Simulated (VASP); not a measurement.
Write the native input for VASP 6.6.1 that does the following.

```yaml
Task: single point
Functional: PBE
Potentials_or_basis: VASP PAW PBE potentials, release 64 (Mg, O)
Cutoff: 520 eV
k_mesh: 11 × 11 × 11
Occupations: fermi-dirac, width 0.05 eV
Spin: no spin polarisation
Dipole_correction: no
Further_INCAR_settings: ALGO = Normal; EDIFF = 1e-06; NBANDS = 11
```

The structure of MgO lies in POSCAR:

```
MgO
1.0
    0.0000000000      2.1271840985      2.1271840985
    2.1271840985      0.0000000000      2.1271840985
    2.1271840985      2.1271840985      0.0000000000
Mg O
1 1
Direct
    0.0000000000      0.0000000000      0.0000000000
    0.5000000000      0.5000000000      0.5000000000
```

The input as run:

INCAR

```
ALGO = Normal
EDIFF = 1E-6
ENCUT = 520
GGA = PE
ISIF = 2
ISMEAR = -1
LASPH = True
LCHARG = True
LELF = True
LREAL = False
LVHAR = True
LWAVE = False
NBANDS = 11
NELM = 100
PREC = Accurate
SIGMA = 0.05
```

KPOINTS

```
k-points
0
Gamma
  11 11 11
```

Potentials or basis: VASP PAW PBE potentials, release 64 (Mg, O).

The run is started by

```bash
$ cat potpaw_PBE.64/Mg/POTCAR potpaw_PBE.64/O/POTCAR > POTCAR
$ mpirun -np 1 vasp_std > vasp.out
```

Results of the run:

```json
{
  "Pressure": "-0.8 GPa",
  "Band gap on the k mesh": "4.44 eV, direct"
}
```

It took 6.3 s on 1 thread of Intel Xeon 6975P-C, on a shared host, peak memory 0.15 GiB.
